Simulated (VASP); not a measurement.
TaSi2:

```
Ta Si
1.0
     4.78000    0.00000    0.00000
    -2.39000    4.13960    0.00000
     0.00000    0.00000    6.56400
Ta Si
3 6
Direct
  0.50000 0.00000 0.50000
  0.50000 0.50000 0.83333
  0.00000 0.50000 0.16667
  0.16665 0.33330 0.50000
  0.83335 0.16665 0.83333
  0.66670 0.83335 0.16667
  0.83335 0.66670 0.50000
  0.16665 0.83335 0.83333
  0.33330 0.16665 0.16667
```

| Item | Value |
| --- | --- |
| Program | VASP 6.6.1 |
| Task | relaxation of cell and atoms |
| Functional | PBE |
| Potentials or basis | VASP PAW PBE potentials, release 64 (Ta_pv, Si) |
| Cutoff | 600 eV |
| k mesh | 12 × 12 × 8 |
| Occupations | methfessel-paxton, width 0.1 eV |
| Spin | no spin polarisation |

At the start: pressure 3.7 GPa; volume 14.43 Å³/atom.

Question: How do energy, volume and symmetry change on relaxing?

Answer: Over 7 steps the energy falls by 20.6 meV/atom and the volume is 14.67 Å³/atom (+1.6 %); space group P6_222 (No. 180, to 0.05 Å).

Step by step:
```csv
step,energy change (eV),largest force (eV/Å),pressure (GPa),volume (Å³)
1,0.0000,0.8145,3.68,129.88
2,-0.0781,0.2759,-5.53,136.20
3,-0.1096,0.4564,-2.54,133.94
4,-0.1837,0.0445,-0.28,132.17
5,-0.1845,0.0078,0.00,131.98
6,-0.1849,0.0074,0.06,131.99
7,-0.1850,0.0022,0.05,131.99
```

Final structure:
```xyz
9
Lattice="4.8068 0.0000 0.0000 -2.4034 4.1628 0.0000 0.0000 0.0000 6.5960" Properties=species:S:1:pos:R:3 pbc="T T T"
Ta    2.4034    0.0000    3.2980
Ta    1.2017    2.0814    5.4966
Ta   -1.2017    2.0814    1.0993
Si    0.0000    1.3227    3.2980
Si    3.6614    0.6613    5.4966
Si    1.2580    3.5015    1.0993
Si    2.4034    2.8402    3.2980
Si   -1.2580    3.5015    5.4966
Si    1.1455    0.6613    1.0993
```
